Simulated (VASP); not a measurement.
Runs of VASP 6.6.1 on Bi. The structure is that of space group P6/mmm (No. 191), or close to it. The cells are those of the table. This isn't the form of Bi at room conditions, which is rhombohedral.

| cell | k mesh | gap on the mesh (eV) | pressure (GPa) |
| --- | --- | --- | --- |
| a = 5.583, b = 5.583, c = 3.297 Å, angles 90.0, 90.0, 120.0°, 3 atoms | 8 × 8 × 11 | none | 0.0 |
| a = 5.583, b = 5.583, c = 3.297 Å, angles 90.0, 90.0, 120.0°, 3 atoms | 7 × 7 × 9 | none | (a) |
| a = 5.508, b = 5.508, c = 3.253 Å, angles 90.0, 90.0, 120.0°, 3 atoms | 8 × 8 × 11 | none | 2.8 |
| a = 5.656, b = 5.656, c = 3.341 Å, angles 90.0, 90.0, 120.0°, 3 atoms | 8 × 8 × 11 | none | (b) |
| a = 5.728, b = 5.728, c = 3.383 Å, angles 90.0, 90.0, 120.0°, 3 atoms | 8 × 8 × 11 | none | -4.0 |
| a = 5.430, b = 5.430, c = 3.207 Å, angles 90.0, 90.0, 120.0°, 3 atoms | 8 × 8 × 11 | none | 6.3 |
| a = 5.350, b = 5.350, c = 3.160 Å, angles 90.0, 90.0, 120.0°, 3 atoms | 8 × 8 × 11 | none | 10.7 |

Alike in all rows: task single point; level LDA; potentials or basis VASP PAW LDA potentials, release 64 (Bi_d); no spin polarisation; cutoff (eV) 520; smearing fermi-dirac 0.1 eV.

Task: Estimate the missing entries.

Result: (a) 0.1; (b) -2.3.

Caveats: spin-orbit coupling is left out, which moves the levels of the heavy elements; the cell stands under pressure (at least some runs); the cell stands under tension (at least some runs).

A k mesh can miss the band edges, and the runs leave out spin-orbit coupling on Bi.

A gap of «none» marks levels without a gap at the run's occupations.
